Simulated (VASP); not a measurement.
A run of VASP 6.6.1 is set up as follows.

The input INCAR:

```
SYSTEM = BeTe
PREC     = Accurate       ! precision mode
ENCUT    = 520            ! plane-wave cutoff, eV
EDIFF    = 1E-6           ! SCF threshold, eV
ISMEAR   = 0              ! smearing method
SIGMA    = 0.05           ! smearing width, eV
LREAL    = .False.        ! projectors in reciprocal space
LASPH    = .True.         ! aspherical terms in the spheres
NELM     = 80             ! most SCF steps
ALGO     = Normal         ! electronic algorithm
ISIF     = 2              ! what is computed and relaxed
LWAVE    = .False.        ! write WAVECAR
LCHARG   = .False.        ! write CHGCAR
GGA      = PE             ! functional
NBANDS   = 11             ! bands
```

Contents of KPOINTS:

```
regular mesh
0
Gamma
  10 10 10
  0 0 0
```

POSCAR

```
BeTe
1.0
    0.0000000000      2.8010148867      2.8010148867
    2.8010148867      0.0000000000      2.8010148867
    2.8010148867      2.8010148867      0.0000000000
Be Te
1 1
Direct
    0.0000000000      0.0000000000      0.0000000000
    0.7500000000      0.7500000000      0.7500000000
```

Potentials or basis: VASP PAW PBE potentials, release 64 (Be, Te).

Run with:

```sh
$ cat potpaw_PBE.64/Be/POTCAR potpaw_PBE.64/Te/POTCAR > POTCAR
$ mpirun -np 1 vasp_std > vasp.out
```

Q: Predict the pressure.

A: 2.1 GPa.

Q: What does it give for the band gap on the k mesh?

A: 1.93 eV, indirect (least direct gap 3.60 eV).

Caveat: spin-orbit coupling is left out, which moves the levels of the heavy elements. A k mesh can miss the band edges.
